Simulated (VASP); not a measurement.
Wanted: the native input for a VASP 6.6.1 run.

* Task: relaxation of cell and atoms
* Functional: PBEsol
* Potentials or basis: VASP PAW PBE potentials, release 64 (Rb_sv)
* Cutoff: 600 eV
* k mesh: 10 × 10 × 10
* Occupations: gaussian, width 0.1 eV
* Spin: no spin polarisation
* Dipole correction: no
* Further INCAR settings: ALGO = Fast; EDIFF = 1e-06; IBRION = 2; EDIFFG = -0.005; NSW = 100; ISIF = 3

The structure of Rb lies in POSCAR:

```
Rb
1.0
    0.0000000000      3.6398846700      3.6398846700
    3.6398846700      0.0000000000      3.6398846700
    3.6398846700      3.6398846700      0.0000000000
Rb
1
Direct
    0.0000000000      0.0000000000      0.0000000000
```

These files were run (other wordings do the same):

INCAR

```
  PREC = Accurate
  ENCUT = 600
  EDIFF = 1E-6
  ISMEAR = 0
  SIGMA = 0.1
  LREAL = F
  LASPH = T
  NELM = 60
  ALGO = Fast
  ISIF = 3
  LWAVE = F
  LCHARG = F
  GGA = PS
  IBRION = 2
  NSW = 100
  EDIFFG = -0.005
```

KPOINTS

```
Automatic mesh
0
Gamma
  10 10 10
```

Potentials or basis: VASP PAW PBE potentials, release 64 (Rb_sv).

The run is started by

```console
$ cat potpaw_PBE.64/Rb_sv/POTCAR > POTCAR
$ mpirun -np 1 vasp_std > vasp.out
```

It gave:

```
Relaxed volume                         : 86.94 Å³/atom
Relaxed cell                           : a = 4.973 Å, b = 4.973 Å, c = 4.973 Å, α = 60.00°, β = 60.00°, γ = 60.00°
Space group after relaxing (to 0.05 Å) : Fm-3m (No. 225)
Energy gained by relaxing              : 8.4 meV/atom
Ionic steps                            : 15
Pressure after relaxing                : 0.0 GPa
```

Caveat: the PAW data sets were made with another functional, which shifts forces and pressure a little.

Wall time 2.8 min on 1 thread of Intel(R) Xeon(R) 6975P-C (Granite Rapids), with other jobs on the host, peak memory 0.29 GiB.
